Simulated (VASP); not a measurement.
# Te2Mo (C2/m) in VASP: further runs

The runs below take Te2Mo through single point, with r2SCAN.

Program: VASP 6.6.1. These are calculated values, not measurements. Logs are shortened: lines on timing, memory, paths and dates and some standing lists are left out, and cuts for length are marked.

### 1 The cell of the first run

It takes space group C2/m (No. 12, monoclinic). Conventional cell: a = 6.172 Å, b = 3.564 Å, c = 14.762 Å, α = 90.00°, β = 94.00°, γ = 90.00°. Te (site symmetry m) has 3 Mo at 2.73 Å and 7 Te at 3.56 to 3.58 Å within 3.6 Å. Within 3.6 Å of Te (site symmetry m) lie 3 Mo at 2.73 Å and 7 Te at 3.56 to 3.58 Å. Mo (site symmetry m) has 6 Te at 2.73 Å and 6 Mo at 3.56 Å within 3.6 Å.

### 2 Single point, r2SCAN

Contents of POSCAR:

```
Te2Mo
1.0
   -3.5635452172      0.0000000000      0.0000000000
   -1.7817726086     -3.0861206856      0.0000000000
   -4.4542533442     -2.5716643673     14.7262210532
Te Mo
4 2
Direct
   -0.1903823464     -0.1903823464      0.6284839550
    0.5596009870      0.5596009870      0.1284839550
   -0.3929009870     -0.3929009870      0.8715160450
    0.3570823464      0.3570823464      0.3715160450
    0.1250083333      0.1250083333      0.2500000000
    0.0416916667      0.0416916667      0.7500000000
```

Contents of INCAR.step1:

```
SYSTEM = Te2Mo
PREC = Accurate
ENCUT = 520
ISMEAR = 0
SIGMA = 0.05
LREAL = .FALSE.
LASPH = .TRUE.
NELM = 100
NBANDS = 35
GGA = PE
ALGO = Normal
EDIFF = 1E-4
LWAVE = .TRUE.
LCHARG = .FALSE.
```

Contents of INCAR.step2:

```
SYSTEM = Te2Mo
PREC = Accurate
ENCUT = 520
EDIFF = 1E-6
ISMEAR = 0
SIGMA = 0.05
LREAL = .FALSE.
LASPH = .TRUE.
NELM = 100
ALGO = Normal
ISIF = 2
LWAVE = .FALSE.
LCHARG = .TRUE.
METAGGA = R2SCAN
LMIXTAU = .TRUE.
LELF = .TRUE.
LVHAR = .TRUE.
NBANDS = 35
ISTART = 1
```

Contents of KPOINTS:

```
Automatic mesh
0
G
  9 9 2
  0 0 0
```

Potentials or basis: VASP PAW PBE potentials, release 64 (Te, Mo_sv).

The run is started by

```console
> cat potpaw_PBE.64/Te/POTCAR potpaw_PBE.64/Mo_sv/POTCAR > POTCAR
> cp INCAR.step1 INCAR
> mpirun -np 1 vasp_std > vasp.out
> cp INCAR.step2 INCAR
> mpirun -np 1 vasp_std > vasp.out
```

OUTCAR:

```text
SYSTEM = Te2Mo
   PREC = Accurate
   ENCUT = 520
   EDIFF = 1E-6
   ISMEAR = 0
   LREAL = .FALSE.
   LASPH = .TRUE.
   NELM = 100
   ISIF = 2
   METAGGA = R2SCAN
   ISTART = 1

 ion  position               nearest neighbor table
   1  0.810  0.810  0.628-   6 2.73   6 2.73   6 2.73   3 3.58
   2  0.560  0.560  0.128-   5 2.73   5 2.73   5 2.73   4 3.58
   3  0.607  0.607  0.872-   6 2.73   6 2.73   6 2.73   1 3.58
   4  0.357  0.357  0.372-   5 2.73   5 2.73   5 2.73   2 3.58
   5  0.125  0.125  0.250-   2 2.73   4 2.73   2 2.73   4 2.73   4 2.73   2 2.73
   6  0.042  0.042  0.750-   3 2.73   1 2.73   3 2.73   1 2.73   1 2.73   3 2.73

  LATTYP: Found a base centered monoclinic cell.
 ALAT       =     6.1722413712
 B/A-ratio  =     0.5773502692
 C/A-ratio  =     2.3916955239
 COS(beta)  =    -0.0696995075

  Lattice vectors:

 A1 = (  -3.5635452172,   0.0000000000,   0.0000000000)
 A2 = (  -1.7817726086,  -3.0861206856,   0.0000000000)
 A3 = (   0.8910644816,   0.5144563183,  14.7262210532)

Analysis of symmetry for initial positions (statically):
=====================================================================
 Subroutine PRICEL returns:
 Original cell was already a primitive cell.

 Routine SETGRP: Setting up the symmetry group for a
 base centered monoclinic supercell.

 Subroutine GETGRP returns: Found  4 space group operations
 (whereof  2 operations were pure point group operations)
 out of a pool of  4 trial point group operations.

The static configuration has the point symmetry C_1h.
 The point group associated with its full space group is C_2h.

Analysis of symmetry for dynamics (positions and initial velocities):
=====================================================================
 Subroutine PRICEL returns:
 Original cell was already a primitive cell.

 Routine SETGRP: Setting up the symmetry group for a
 base centered monoclinic supercell.

 Subroutine GETGRP returns: Found  4 space group operations
 (whereof  2 operations were pure point group operations)
 out of a pool of  4 trial point group operations.

The dynamic configuration has the point symmetry C_1h.
 The point group associated with its full space group is C_2h.

 Subroutine INISYM returns: Found  4 space group operations
 (whereof  2 operations are pure point group operations),
 and found     1 'primitive' translations

----------------------------------------------------------------------------------------
[... 98 lines left out ...]
   LASPH  =      T    aspherical Exc in radial PAW
   ENCUT  =  520.0 eV  38.22 Ry    6.18 a.u.   6.63  6.63 29.00*2*pi/ulx,y,z
   NELM   =    100;   NELMIN=  2; NELMDL=  0     # of ELM steps
   EDIFF  = 0.1E-05   stopping-criterion for ELM
   LREAL  =      F    real-space projection
   EDIFFG = 0.1E-04   stopping-criterion for IOM
   NSW    =      0    number of steps for IOM
   IBRION =     -1    ionic relax: 0-MD 1-quasi-New 2-CG
   NFREE  =      0    steps in history (QN), initial steepest desc. (CG)
   ISIF   =      2    stress and relaxation
   ISYM   =      2    0-nonsym 1-usesym 2-fastsym
   POTIM  = 0.5000    time-step for ionic-motion
   TEBEG  =    0.0;   TEEND  =   0.0 temperature during run
   PSTRESS=    0.0 pullay stress
   NELECT =      52.0000    total number of electrons
   NUPDOWN=      -1.0000    fix difference up-down
   EMIN   =  10.00;   EMAX   =-10.00  energy-range for DOS
   EFERMI =   0.00;   METHOD = LEGACY
   ISMEAR =     0;   SIGMA  =   0.05  broadening in eV -4-tet -1-fermi 0-gaus
   EFERMI_NEDOS =   21; number of points for ismear=-14 and -15
   IALGO  =     38    algorithm
   IMIX   =      4    mixing-type and parameters
     AMIX     =   0.40;   BMIX     =  1.00
     AMIX_MAG =   1.60;   BMIX_MAG =  1.00
  volume/ion in A,a.u.               =      26.99       182.15
  Fermi-wavevector in a.u.,A,eV,Ry     =   1.121021  2.118423 17.098282  1.256688
  Thomas-Fermi vector in A             =   2.257672
   LORBIT       =      0    0 simple, 1 ext, 2 COOP (PROOUT), +10 PAW based schemes
   METAGGA = R2SCAN    functional components
   LHFCALC =     F    Hartree Fock is set to
   AEXX    =    0.0000 exact exchange contribution
   IVDW    =     0    specifies the selected vdW correction
   LEPSILON=     F    determine dielectric tensor
   LRPA    =     F    only Hartree local field effects (RPA)
 non-spin polarized calculation
 Gauss-broadening in eV      SIGMA  =   0.05
  energy-cutoff  :      520.00
  volume of cell :      161.95
 maximum number of plane-waves:      4406
   NGX = 13   NGY = 13   NGZ = 57

 number of electron      51.9999998 magnetization

 Free energy of the ion-electron system (eV)
  ---------------------------------------------------
  ext. energy  EPLUGINS =         0.00000000
  ---------------------------------------------------
  free energy    TOTEN  =      -155.61252201 eV

  energy without entropy =     -155.61252201  energy(sigma->0) =     -155.61252201

 E-fermi :   7.4064     XC(G=0): -10.5195

 val. band max:        6.9930890066   @ k =   0.0000   0.0000   0.0000
 cond. band min:       8.0274021192   @ k =  -0.3333   0.3333   0.0000
 fundamental gap:      1.0343131126
 Fermi energy:         7.4064356231

 k-point     1 :       0.0000    0.0000    0.0000
  band No.  band energies     occupation
      1     -55.7248      2.00000
      2     -55.7248      2.00000
      3     -29.1446      2.00000
      4     -29.1446      2.00000
      5     -29.0554      2.00000
      6     -29.0554      2.00000
[... 901 lines left out ...]
     34      10.9025      0.00000
     35      11.1480      0.00000

 [... further k-points ...]
[... 5 lines left out ...]
  --------------------------------------------------------------------------------------
  -------------------------------------------------------------------------------------
  Total        0.1213181      0.1184391      0.7562336      0.0024933     -0.2161936     -0.3744581
  in kB        1.2001891      1.1717075      7.4813518      0.0246658     -2.1387838     -3.7044807
  external PRESSURE =       3.2844161 kB  Pullay stress =       0.0000000 kB

 VOLUME and BASIS-vectors are now :
 -----------------------------------------------------------------------------
  energy-cutoff  :      520.00
  volume of cell :      161.95
      direct lattice vectors                 reciprocal lattice vectors
    -3.563545217  0.000000000  0.000000000    -0.280619422  0.162015699 -0.056586140
    -1.781772609 -3.086120686  0.000000000     0.000000000 -0.324031398 -0.056586140
    -4.454253344 -2.571664367 14.726221053     0.000000000  0.000000000  0.067906084

 POSITION                                       TOTAL-FORCE (eV/Angst)
 -----------------------------------------------------------------------------------
     -7.12709     -4.11483      9.25519        -0.003070     -0.001772     -0.027238
     -3.56355     -2.05741      1.89208        -0.060233     -0.034776      0.086160
     -7.12709     -4.11483     12.83414         0.060233      0.034776     -0.086160
     -3.56355     -2.05741      5.47103         0.003070      0.001772      0.027238
     -1.78177     -1.02871      3.68156        -0.024692     -0.014256      0.018891
     -3.56355     -2.05741     11.04467         0.024692      0.014256     -0.018891
 -----------------------------------------------------------------------------------
    total drift:                               -0.000010     -0.000006      0.000007

  FREE ENERGIE OF THE ION-ELECTRON SYSTEM (eV)
  ---------------------------------------------------
  free  energy   TOTEN  =      -155.6125220060 eV

  energy  without entropy=     -155.6125220060  energy(sigma->0) =     -155.61252201
```

OSZICAR.step1:

```text
N       E                     dE             d eps       ncg     rms          rms(c)
DAV:   1     0.390910574015E+03    0.39091E+03   -0.26902E+04  4020   0.132E+03
DAV:   2    -0.149823572798E+02   -0.40589E+03   -0.39260E+03  4267   0.312E+02
DAV:   3    -0.367600823625E+02   -0.21778E+02   -0.21353E+02  4278   0.626E+01
DAV:   4    -0.373092512502E+02   -0.54917E+00   -0.54642E+00  4222   0.985E+00
DAV:   5    -0.373247840699E+02   -0.15533E-01   -0.15521E-01  4464   0.166E+00    0.209E+01
DAV:   6    -0.365810657608E+02    0.74372E+00   -0.62464E+00  3838   0.137E+01    0.889E+00
DAV:   7    -0.364536894547E+02    0.12738E+00   -0.51075E+00  3679   0.112E+01    0.620E+00
DAV:   8    -0.360239458053E+02    0.42974E+00   -0.90578E-01  3690   0.532E+00    0.249E+00
DAV:   9    -0.360264187651E+02   -0.24730E-02   -0.23017E-01  4100   0.218E+00    0.104E+00
DAV:  10    -0.360189982512E+02    0.74205E-02   -0.31122E-02  3813   0.104E+00    0.366E-01
DAV:  11    -0.360194505837E+02   -0.45233E-03   -0.19640E-03  3958   0.207E-01    0.160E-01
DAV:  12    -0.360194579507E+02   -0.73670E-05   -0.13375E-04  2621   0.556E-02
   1 F= -.36019458E+02 E0= -.36019458E+02  d E =-.513083E-33
```

Run time: 11 min. Hardware: 1 thread of Intel Xeon Platinum 8559C (Emerald Rapids), shared host; peak memory 0.47 GiB.

Results:

- Free energy: -155.6125 eV
- Pressure: 0.3 GPa
- Largest force: 0.111 eV/Å
- Band gap on the k mesh: 1.03 eV, indirect (least direct gap 1.07 eV)

Forces in eV/Å, atoms in the order of the input:
```
Te  -0.003 -0.002 -0.027
Te  -0.060 -0.035  0.086
Te   0.060  0.035 -0.086
Te   0.003  0.002  0.027
Mo  -0.025 -0.014  0.019
Mo   0.025  0.014 -0.019
```

Caveat: the PAW data sets were made with another functional, which shifts forces and pressure a little; spin-orbit coupling is left out, which moves the levels of the heavy elements.

### 3 Single point, r2SCAN

This run uses another cell than the first one, of the same volume but with other edges.

Contents of POSCAR:

```
Te2Mo
1.0
   -3.5635452172      0.0000000000      0.0000000000
   -1.7817726086     -3.0861206856      0.0000000000
   -0.4452649749     -0.2570738531     14.7262210532
Te Mo
4 2
Direct
    0.2809806199      0.2809806199      0.6284839550
    0.6559639532      0.6559639532      0.1284839550
    0.2607360468      0.2607360468      0.8715160450
    0.6357193801      0.6357193801      0.3715160450
    0.3125083333      0.3125083333      0.2500000000
    0.6041916667      0.6041916667      0.7500000000
```

Contents of INCAR.step1:

```
SYSTEM = Te2Mo
PREC = Accurate ; ENCUT = 520
ISMEAR = 0 ; SIGMA = 0.05
LREAL = .FALSE. ; LASPH = .TRUE.
NELM = 60 ; NBANDS = 35
GGA = PE ; ALGO = Normal
EDIFF = 1E-4 ; LWAVE = .TRUE.
LCHARG = .FALSE.
```

Contents of INCAR.step2:

```
SYSTEM = Te2Mo
PREC = Accurate ; ENCUT = 520
EDIFF = 1E-6 ; ISMEAR = 0
SIGMA = 0.05 ; LREAL = .FALSE.
LASPH = .TRUE. ; NELM = 60
ALGO = Normal ; ISIF = 2
LWAVE = .FALSE. ; LCHARG = .FALSE.
METAGGA = R2SCAN ; LMIXTAU = .TRUE.
NBANDS = 35 ; ISTART = 1
```

KPOINTS is that of step 2.

Potentials or basis: VASP PAW PBE potentials, release 64 (Te, Mo_sv).

The run is started by

```console
> cat potpaw_PBE.64/Te/POTCAR potpaw_PBE.64/Mo_sv/POTCAR > POTCAR
> cp INCAR.step1 INCAR
> mpirun -np 1 vasp_std > vasp.out
> cp INCAR.step2 INCAR
> mpirun -np 1 vasp_std > vasp.out
```

It took 10 min on 1 thread of Intel Xeon Platinum 8559C (Emerald Rapids), shared host; peak memory 0.45 GiB.

The run converged. Its results:

* Free energy: -155.6572 eV
* Pressure: 0.2 GPa
* Largest force: 0.028 eV/Å
* Band gap on the k mesh: 1.04 eV, indirect (least direct gap 1.06 eV)

Forces on the atoms (eV/Å):
```
Te   0.002  0.001 -0.027
Te   0.016  0.009 -0.008
Te  -0.016 -0.009  0.008
Te  -0.002 -0.001  0.027
Mo   0.011  0.006  0.001
Mo  -0.011 -0.006 -0.001
```

Stress tensor (GPa, compression positive):
```
 0.08 -0.04  0.12
-0.04  0.12  0.07
 0.12  0.07  0.27
```

Levels at points of the mesh, in eV from the valence-band top:
```tsv
k point	band 22	band 23	band 24	band 25	band 26	band 27	band 28	band 29	band 30	band 31
(0.00, 0.00, 0.00)	-1.08	-1.08	-0.79	-0.71	0.00	3.03	3.07	3.08	3.13	3.31
(0.00, 0.00, 0.50)	-1.09	-1.09	-1.08	-0.15	-0.14	3.05	3.05	3.09	3.10	3.36
```

Caveat: the PAW data sets were made with another functional, which shifts forces and pressure a little; spin-orbit coupling is left out, which moves the levels of the heavy elements. A k mesh can miss the band edges.
